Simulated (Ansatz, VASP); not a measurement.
## LaLuAs2: VASP beside Ansatz

```
La Lu As
1.0
     2.10301    1.21418    6.84157
    -2.10301    1.21418    6.84157
     0.00000   -2.42835    6.84157
La Lu As
1 1 2
Direct
  0.00000 0.00000 0.00000
  0.50000 0.50000 0.50000
  0.24336 0.24336 0.24336
  0.75664 0.75664 0.75664
```

Alike in both runs: task single point; functional PBE; k mesh 6 × 6 × 6; occupations fermi-dirac, width 0.02 eV; collinear spin.

|  | VASP | Ansatz |
| --- | --- | --- |
| version | VASP 6.6.1 | Ansatz 0.2.0 |
| potentials or method | VASP PAW PBE potentials, release 64 (La, Lu, As) | plane waves |
| plane-wave cutoff (eV) | 520 | 420 |
| valence electrons in the cell | 46 | 66 |

Ansatz gave:

```
gap on the k mesh at the Fermi level (eV)                     : none
pressure (GPa)                                                : 0.3
traceless stress, the component that is largest in VASP (GPa) : -0.13
rms of the force components (eV/Å)                            : 0.019
net moment per atom (μB)                                      : 0.00
```

Q: What did VASP give for the same quantities?

A: gap on the k mesh at the Fermi level (eV): none; pressure (GPa): 0.4; traceless stress, the component that is largest in VASP (GPa): -0.12; rms of the force components (eV/Å): 0.028; net moment per atom (μB): 0.00.

Atom by atom the forces differ by 0.009 eV/Å (rms over components). A gap of «none» marks a metal or a gap that the smearing closes. VASP's potentials hold 46 valence electrons a cell and Ansatz's 66, so a difference there can come from the potentials and not from the codes. Ansatz's warnings: given moment on shells, moment headroom below auto, seeded moment not kept.

Neither program's run includes spin-orbit coupling.
